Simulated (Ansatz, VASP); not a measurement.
## In3As in VASP and in Ansatz

```
CELL_PARAMETERS angstrom
2.84084 1.64016 3.84138
-2.84084 1.64016 3.84138
0.00000 -3.28032 3.84138
ATOMIC_POSITIONS crystal
In 0.50000 0.50000 0.00000
In 0.00000 0.50000 0.50000
In 0.50000 0.00000 0.50000
As 0.50000 0.50000 0.50000
```

Alike in both runs: task single point; functional PBE; k mesh 6 × 6 × 6; occupations gaussian, width 0.1 eV; no spin polarisation.

|  | VASP | Ansatz |
| --- | --- | --- |
| version | VASP 6.6.1 | Ansatz 0.2.0 |
| potentials or method | VASP PAW PBE potentials, release 64 (In_d, As), cutoff 520 eV | scalar-relativistic, plane waves, PAW |
| valence electrons in the cell | 44 | 54 |

```tsv
	VASP	Ansatz	Ansatz less VASP
gap on the k mesh at the Fermi level (eV)	none	none	-
pressure (GPa)	21.1	21.0	-0.06
traceless stress, the component that is largest in VASP (GPa)	7.27	7.23	-0.037
```

A gap of «none» marks a metal or a gap that the smearing closes. VASP's potentials hold 44 valence electrons a cell and Ansatz's 54, so a difference there can come from the potentials and not from the codes.
